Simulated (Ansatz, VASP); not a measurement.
**TaSi4W: VASP beside Ansatz**

File INCAR:

```
PREC     = Accurate       # precision mode
ENCUT    = 600            # plane-wave cutoff, eV
EDIFF    = 1E-7           # SCF threshold, eV
ISMEAR   = 0              # smearing method
SIGMA    = 0.2            # smearing width, eV
LREAL    = False          # projectors in reciprocal space
LASPH    = True           # aspherical terms in the spheres
NELM     = 80             # most SCF steps
ALGO     = Normal         # electronic algorithm
ISIF     = 3              # what is computed and relaxed
LWAVE    = False          # write WAVECAR
LCHARG   = False          # write CHGCAR
GGA      = PE             # functional
IBRION   = 2              # ionic algorithm
NSW      = 36             # ionic steps
EDIFFG   = -0.08          # ionic threshold
```

The input KPOINTS:

```
Automatic mesh
0
Gamma
  5 5 2
```

File POSCAR:

```
TaSi4W
1.0
    3.3300000000      0.0000000000      0.0000000000
    0.0000000000      3.3300000000      0.0000000000
    0.0000000000      0.0000000000      8.1500000000
Ta Si W
1 4 1
Direct
    0.0000000000      0.0000000000      0.0000000000
    0.5000000000      0.5000000000      0.8350000000
    0.5000000000      0.5000000000      0.1650000000
    0.0000000000      0.0000000000      0.6650000000
    0.0000000000      0.0000000000      0.3350000000
    0.5000000000      0.5000000000      0.5000000000
```

Input for Ansatz:

```yaml
crystal:
  lattice:
    - [3.33, 0.0, 0.0]
    - [0.0, 3.33, 0.0]
    - [0.0, 0.0, 8.15]
  atoms:
    - { symbol: Ta, position: [0.0, 0.0, 0.0] }
    - { symbol: Si, position: [0.5, 0.5, 0.835] }
    - { symbol: Si, position: [0.5, 0.5, 0.165] }
    - { symbol: Si, position: [0.0, 0.0, 0.665] }
    - { symbol: Si, position: [0.0, 0.0, 0.335] }
    - { symbol: W, position: [0.5, 0.5, 0.5] }
basis:
  ecutwfc: 420
kpoints:
  mp_grid: { grid: [5, 5, 2] }
hamiltonian:
  xc: pbe
scf:
  occupations: { method: gaussian, width: 0.2 }
  lower_state_search: "off"
output:
  forces: true
  stress: true
  eigenvalues: true
relax:
  adjacent_minimum: "off"
  f_tol: 0.08
  max_steps: 16
  cell: { stress_tol: 0.8 }
```

Alike in both runs: task relaxation of cell and atoms; functional PBE; k mesh 5 × 5 × 2; occupations gaussian, width 0.2 eV; no spin polarisation.

|  | VASP | Ansatz |
| --- | --- | --- |
| version | VASP 6.6.1 | Ansatz 0.2.0 |
| potentials or method | VASP PAW PBE potentials, release 64 (Ta_pv, Si, W_sv), cutoff 600 eV | scalar-relativistic, plane waves, PAW |
| valence electrons in the cell | 41 | 43 |

Ansatz gave:

* gap on the k mesh at the Fermi level, each at its own relaxed structure (eV): none
* relaxed volume (Å³/atom): 14.20
* relaxed length of the cell vector where the two differ most in proportion (Å): 8.053

Question: Estimate VASP's values.

Answer: gap on the k mesh at the Fermi level, each at its own relaxed structure (eV): none; relaxed volume (Å³/atom): 14.18; relaxed length of the cell vector where the two differ most in proportion (Å): 8.067.

A gap of «none» marks a metal or a gap that the smearing closes. VASP's potentials hold 41 valence electrons a cell and Ansatz's 43, so a difference there can come from the potentials and not from the codes.

The k mesh is coarse, so the values compare programs but aren't converged. Spin-orbit coupling is off throughout.
